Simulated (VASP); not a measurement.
A run of VASP 6.6.1 is set up as follows.

The input INCAR:

```
SYSTEM = Ba2S
ALGO     = Normal         ! electronic algorithm
EDIFF    = 1E-8           ! SCF threshold, eV
ENCUT    = 520            ! plane-wave cutoff, eV
GGA      = PS             ! functional
ISIF     = 2              ! what is computed and relaxed
ISMEAR   = -1             ! smearing method
LASPH    = .TRUE.         ! aspherical terms in the spheres
LCHARG   = .FALSE.        ! write CHGCAR
LEFG     = .TRUE.       
LREAL    = .FALSE.        ! projectors in reciprocal space
LWAVE    = .FALSE.        ! write WAVECAR
NBANDS   = 20             ! bands
NELM     = 60             ! most SCF steps
PREC     = Accurate       ! precision mode
SIGMA    = 0.05           ! smearing width, eV
```

Contents of KPOINTS:

```
k-points
0
G
  9 9 9
  0 0 0
```

The input POSCAR:

```
Ba2S
1.0
    2.1860923670     -1.2621410166      7.6846894540
    0.0000000000      2.5242820332      7.6846894540
   -2.1860923670     -1.2621410166      7.6846894540
S Ba
1 2
Direct
    0.0000000000      0.0000000000      0.0000000000
    0.2557886250      0.2557886250      0.2557886250
    0.7442113750      0.7442113750      0.7442113750
```

Potentials or basis: VASP PAW PBE potentials, release 64 (S, Ba_sv).

The run is started by

```sh
$ cat potpaw_PBE.64/S/POTCAR potpaw_PBE.64/Ba_sv/POTCAR > POTCAR
$ mpirun -np 1 vasp_std > vasp.out
```

Problem. What does it give for the band gap on the k mesh?

Solution. Zero (band 13 reaches 3.08 eV, above the bottom of band 14 at 2.56 eV).

Problem. Estimate the largest force.

Solution. 0.094 eV/Å.

Problem. Estimate the pressure.

Solution. 0.5 GPa.

Forces in eV/Å, atoms in the order of the input:
```
S    0.000  0.000  0.000
Ba   0.000  0.000 -0.094
Ba   0.000  0.000  0.094
```

Caveat: without QUAD_EFG the Cq values of the log hold for a quadrupole moment of 1 mb, not for the nuclei; the PAW data sets were made with another functional, which shifts forces and pressure a little; spin-orbit coupling is left out, which moves the levels of the heavy elements.
